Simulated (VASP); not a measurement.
# CsH (I4mm) in VASP: a series of runs

Runs on CsH. Level: r2SCAN. Tasks: single point.

All numbers are computed with VASP 6.6.1; they aren't measurements. Logs are shortened: lines on timing, memory, paths and dates and some standing lists are left out, and cuts for length are marked.

## (1) The cell of the first run

It takes space group I4mm (No. 107, tetragonal). The conventional cell has a = 4.509 Å, b = 4.509 Å, c = 6.376 Å, α = 90.00°, β = 90.00°, γ = 90.00°. Within 4.1 Å of Cs (site symmetry 4mm) lie 6 H at 3.09 to 3.29 Å. Within 4.1 Å of H (site symmetry 4mm) lie 6 Cs at 3.09 to 3.29 Å.

## (2) Single point, r2SCAN (all Cs atoms moved -0.100 Å, as atom 1 along Cartesian [0 0 1])

The input, POSCAR:

```
CsH
1.0
    0.0000000000      3.1880000000      3.1880000000
    3.1880000000      0.0000000000      3.1880000000
    3.1880000000      3.1880000000      0.0000000000
Cs H
1 1
Direct
   -0.0156838143     -0.0156838143      0.0156838143
    0.5000000000      0.5000000000      0.5000000000
```

The input, INCAR.step1:

```
SYSTEM = CsH
  PREC = Accurate
  ENCUT = 520
  ISMEAR = 0
  SIGMA = 0.05
  LREAL = .False.
  LASPH = .True.
  NELM = 60
  NBANDS = 12
  GGA = PE
  ALGO = Normal
  EDIFF = 1E-4
  LWAVE = .True.
  LCHARG = .False.
```

The input, INCAR.step2:

```
SYSTEM = CsH
  PREC = Accurate
  ENCUT = 520
  EDIFF = 1E-7
  ISMEAR = 0
  SIGMA = 0.05
  LREAL = .False.
  LASPH = .True.
  NELM = 60
  ALGO = Normal
  ISIF = 2
  LWAVE = .False.
  LCHARG = .False.
  METAGGA = R2SCAN
  LMIXTAU = .True.
  NBANDS = 12
  ISTART = 1
```

The input, KPOINTS:

```
Automatic mesh
0
Gamma
  6 6 6
  0 0 0
```

Potentials or basis: VASP PAW PBE potentials, release 64 (Cs_sv, H).

Launch:

```bash
$ cat potpaw_PBE.64/Cs_sv/POTCAR potpaw_PBE.64/H/POTCAR > POTCAR
$ cp INCAR.step1 INCAR
$ mpirun -np 1 vasp_std > vasp.out
$ cp INCAR.step2 INCAR
$ mpirun -np 1 vasp_std > vasp.out
```

OUTCAR:

```text
SYSTEM = CsH
   PREC = Accurate
   ENCUT = 520
   EDIFF = 1E-7
   ISMEAR = 0
   LREAL = .False.
   LASPH = .True.
   NELM = 60
   ISIF = 2
   METAGGA = R2SCAN
   ISTART = 1

 ion  position               nearest neighbor table
   1  0.984  0.984  0.016-
   2  0.500  0.500  0.500-

  LATTYP: Found a face centered cubic cell.
 ALAT       =     6.3760000000

  Lattice vectors:

 A1 = (   0.0000000000,   3.1880000000,   3.1880000000)
 A2 = (   3.1880000000,   0.0000000000,   3.1880000000)
 A3 = (   3.1880000000,   3.1880000000,   0.0000000000)

Analysis of symmetry for initial positions (statically):
=====================================================================
 Subroutine PRICEL returns:
 Original cell was already a primitive cell.

 Routine SETGRP: Setting up the symmetry group for a
 face centered cubic supercell.

 Subroutine GETGRP returns: Found  8 space group operations
 (whereof  8 operations were pure point group operations)
 out of a pool of 48 trial point group operations.

The static configuration has the point symmetry C_4v.

Analysis of symmetry for dynamics (positions and initial velocities):
=====================================================================
 Subroutine PRICEL returns:
 Original cell was already a primitive cell.

 Routine SETGRP: Setting up the symmetry group for a
 face centered cubic supercell.

 Subroutine GETGRP returns: Found  8 space group operations
 (whereof  8 operations were pure point group operations)
 out of a pool of 48 trial point group operations.

The dynamic configuration has the point symmetry C_4v.

 Subroutine INISYM returns: Found  8 space group operations
 (whereof  8 operations are pure point group operations),
 and found     1 'primitive' translations

----------------------------------------------------------------------------------------

                                     Primitive cell

  volume of cell :      64.8015

  direct lattice vectors                    reciprocal lattice vectors
     0.000000000  3.188000000  3.188000000    -0.156838143  0.156838143  0.156838143
     3.188000000  0.000000000  3.188000000     0.156838143 -0.156838143  0.156838143
     3.188000000  3.188000000  0.000000000     0.156838143  0.156838143 -0.156838143

  length of vectors
     4.508512837  4.508512837  4.508512837     0.271651632  0.271651632  0.271651632

  position of ions in fractional coordinates (direct lattice)
     0.984316186  0.984316186  0.015683814
     0.500000000  0.500000000  0.500000000

  ion indices of the primitive-cell ions
[... 81 lines left out ...]
   ISIF   =      2    stress and relaxation
   ISYM   =      2    0-nonsym 1-usesym 2-fastsym
   POTIM  = 0.5000    time-step for ionic-motion
   TEBEG  =    0.0;   TEEND  =   0.0 temperature during run
   PSTRESS=    0.0 pullay stress
   NELECT =      10.0000    total number of electrons
   NUPDOWN=      -1.0000    fix difference up-down
   EMIN   =  10.00;   EMAX   =-10.00  energy-range for DOS
   EFERMI =   0.00;   METHOD = LEGACY
   ISMEAR =     0;   SIGMA  =   0.05  broadening in eV -4-tet -1-fermi 0-gaus
   EFERMI_NEDOS =   21; number of points for ismear=-14 and -15
   IALGO  =     38    algorithm
   IMIX   =      4    mixing-type and parameters
     AMIX     =   0.40;   BMIX     =  1.00
     AMIX_MAG =   1.60;   BMIX_MAG =  1.00
  volume/ion in A,a.u.               =      32.40       218.65
  Fermi-wavevector in a.u.,A,eV,Ry     =   0.878105  1.659378 10.491026  0.771069
  Thomas-Fermi vector in A             =   1.998146
   LORBIT       =      0    0 simple, 1 ext, 2 COOP (PROOUT), +10 PAW based schemes
   METAGGA = R2SCAN    functional components
   LHFCALC =     F    Hartree Fock is set to
   AEXX    =    0.0000 exact exchange contribution
   IVDW    =     0    specifies the selected vdW correction
   LEPSILON=     F    determine dielectric tensor
   LRPA    =     F    only Hartree local field effects (RPA)
 non-spin polarized calculation
 Gauss-broadening in eV      SIGMA  =   0.05
  energy-cutoff  :      520.00
  volume of cell :       64.80
 maximum number of plane-waves:      1807
 NGX is ok and might be reduce to    36
   NGX = 17   NGY = 17   NGZ = 17

 number of electron      10.0000000 magnetization

 Free energy of the ion-electron system (eV)
  ---------------------------------------------------
  ext. energy  EPLUGINS =         0.00000000
  ---------------------------------------------------
  free energy    TOTEN  =       -28.98568675 eV

  energy without entropy =      -28.98568675  energy(sigma->0) =      -28.98568675

 E-fermi :   0.1058     XC(G=0):  -7.5565

 val. band max:       -0.1161884731   @ k =   0.5000   0.0000   0.0000
 cond. band min:       2.5555564934   @ k =   0.5000   0.0000   0.0000
 fundamental gap:      2.6717449665
 Fermi energy:         0.1057836408

 k-point     1 :       0.0000    0.0000    0.0000
  band No.  band energies     occupation
      1     -22.1838      2.00000
      2      -8.2697      2.00000
      3      -8.2697      2.00000
      4      -8.2689      2.00000
      5      -1.7611      2.00000
      6       5.5752      0.00000
      7       5.5752      0.00000
      8       5.5774      0.00000
      9       6.2094      0.00000
     10       7.4807      0.00000
     11       7.4863      0.00000
     12       9.1221      0.00000
[... 331 lines left out ...]
 k-point    24 :       0.1667    0.5000    0.3333
  band No.  band energies     occupation
      1     -22.0965      2.00000
      2      -8.8811      2.00000
      3      -8.5792      2.00000
      4      -8.4360      2.00000
      5      -0.7268      2.00000
      6       4.1055      0.00000
      7       4.1150      0.00000
      8       6.1677      0.00000
      9       7.3447      0.00000
     10       8.3167      0.00000
     11       9.3317      0.00000
     12      10.6014      0.00000

 [... further k-points ...]
[... 5 lines left out ...]
  --------------------------------------------------------------------------------------
  -------------------------------------------------------------------------------------
  Total        0.0099136      0.0099136      0.0537790      0.0000000      0.0000000     -0.0000000
  in kB        0.2451069      0.2451069      1.3296538      0.0000000      0.0000000     -0.0000000
  external PRESSURE =       0.6066225 kB  Pullay stress =       0.0000000 kB

 VOLUME and BASIS-vectors are now :
 -----------------------------------------------------------------------------
  energy-cutoff  :      520.00
  volume of cell :       64.80
      direct lattice vectors                 reciprocal lattice vectors
     0.000000000  3.188000000  3.188000000    -0.156838143  0.156838143  0.156838143
     3.188000000  0.000000000  3.188000000     0.156838143 -0.156838143  0.156838143
     3.188000000  3.188000000  0.000000000     0.156838143  0.156838143 -0.156838143

 POSITION                                       TOTAL-FORCE (eV/Angst)
 -----------------------------------------------------------------------------------
      3.18800      3.18800      6.27600         0.000000      0.000000      0.062112
      3.18800      3.18800      3.18800         0.000000      0.000000     -0.062112
 -----------------------------------------------------------------------------------
    total drift:                                0.000000      0.000000     -0.000017

  FREE ENERGIE OF THE ION-ELECTRON SYSTEM (eV)
  ---------------------------------------------------
  free  energy   TOTEN  =       -28.9856867505 eV

  energy  without entropy=      -28.9856867505  energy(sigma->0) =      -28.98568675
```

Run time: 49 s. Hardware: 1 thread of Intel Xeon 6975P-C (Granite Rapids), shared host; peak memory 0.22 GiB.

Results:

```
Free energy            : -28.9857 eV
Pressure               : 0.1 GPa
Largest force          : 0.062 eV/Å
Band gap on the k mesh : 2.67 eV, direct
```

Forces on the atoms (eV/Å):
```
Cs   0.000  0.000  0.062
H    0.000  0.000 -0.062
```

Levels at points of the mesh, in eV from the valence-band top:
```csv
k point,band 1,band 2,band 3,band 4,band 5,band 6,band 7,band 8,band 9,band 10
"(0.00, 0.00, 0.00)",-22.07,-8.15,-8.15,-8.15,-1.64,5.69,5.69,5.69,6.33,7.60
"(0.50, 0.00, 0.00)",-21.99,-8.99,-8.25,-8.24,0.00,2.67,5.26,5.26,7.80,8.88
"(0.50, 0.50, 0.00)",-21.96,-8.86,-8.42,-8.42,-1.14,3.50,6.06,8.67,8.99,8.99
"(0.00, 0.50, 0.50)",-21.96,-8.86,-8.42,-8.42,-1.14,3.50,6.08,8.46,8.99,9.05
```

Caveat: the cell differs from its parent crystal (all Cs atoms moved -0.100 Å, as atom 1 along Cartesian [0 0 1]); the PAW data sets were made with another functional, which shifts forces and pressure a little; spin-orbit coupling is left out, which moves the levels of the heavy elements. A k mesh can miss the band edges.

## (3) Single point, r2SCAN (all Cs atoms moved +0.050 Å, as atom 1 along Cartesian [0 0 1])

Edit POSCAR of step 2 so:

```diff
@@ -8,3 +8,3 @@
 Direct
-   -0.0156838143     -0.0156838143      0.0156838143
+    0.0078419072      0.0078419072     -0.0078419072
     0.5000000000      0.5000000000      0.5000000000
```

The input, INCAR.step1:

```
ALGO     = Normal         # electronic algorithm
EDIFF    = 1E-4           # SCF threshold, eV
ENCUT    = 520            # plane-wave cutoff, eV
GGA      = PE             # functional
ISMEAR   = 0              # smearing method
LASPH    = True           # aspherical terms in the spheres
LCHARG   = False          # write CHGCAR
LREAL    = False          # projectors in reciprocal space
LWAVE    = True           # write WAVECAR
NBANDS   = 12             # bands
NELM     = 80             # most SCF steps
PREC     = Accurate       # precision mode
SIGMA    = 0.05           # smearing width, eV
```

The input, INCAR.step2:

```
ALGO     = Normal         # electronic algorithm
EDIFF    = 1E-7           # SCF threshold, eV
ENCUT    = 520            # plane-wave cutoff, eV
ISIF     = 2              # what is computed and relaxed
ISMEAR   = 0              # smearing method
ISTART   = 1            
LASPH    = True           # aspherical terms in the spheres
LCHARG   = True           # write CHGCAR
LELF     = True           # ELF
LMIXTAU  = True         
LREAL    = False          # projectors in reciprocal space
LVHAR    = True         
LWAVE    = False          # write WAVECAR
METAGGA  = R2SCAN         # meta-GGA
NBANDS   = 12             # bands
NELM     = 80             # most SCF steps
PREC     = Accurate       # precision mode
SIGMA    = 0.05           # smearing width, eV
```

The input, KPOINTS:

```
k-points
0
Gamma
  6 6 6
```

Potentials or basis: VASP PAW PBE potentials, release 64 (Cs_sv, H).

Launch:

```bash
$ cat potpaw_PBE.64/Cs_sv/POTCAR potpaw_PBE.64/H/POTCAR > POTCAR
$ cp INCAR.step1 INCAR
$ mpirun -np 1 vasp_std > vasp.out
$ cp INCAR.step2 INCAR
$ mpirun -np 1 vasp_std > vasp.out
```

It took 46 s on 1 thread of Intel Xeon 6975P-C (Granite Rapids), shared host; peak memory 0.22 GiB.

It converged, with:

* Free energy: -28.9880 eV
* Pressure: 0.0 GPa
* Largest force: 0.031 eV/Å
* Band gap on the k mesh: 2.67 eV, direct

Forces in eV/Å, atoms in the order of the input:
```
Cs   0.000  0.000 -0.031
H    0.000  0.000  0.031
```

Levels at points of the mesh, in eV from the valence-band top:
```
           k point  band 2  band 3  band 4  band 5  band 6  band 7  band 8  band 9
(0.00, 0.00, 0.00)   -8.16   -8.16   -8.16   -1.65    5.69    5.69    5.69    6.33
(0.50, 0.00, 0.00)   -8.99   -8.25   -8.25    0.00    2.67    5.26    5.26    7.79
(0.50, 0.50, 0.00)   -8.86   -8.43   -8.43   -1.15    3.50    6.07    8.64    8.98
(0.00, 0.50, 0.50)   -8.86   -8.43   -8.43   -1.15    3.50    6.08    8.58    8.99
```

Caveat: the cell differs from its parent crystal (all Cs atoms moved +0.050 Å, as atom 1 along Cartesian [0 0 1]); the PAW data sets were made with another functional, which shifts forces and pressure a little; spin-orbit coupling is left out, which moves the levels of the heavy elements. A k mesh can miss the band edges.
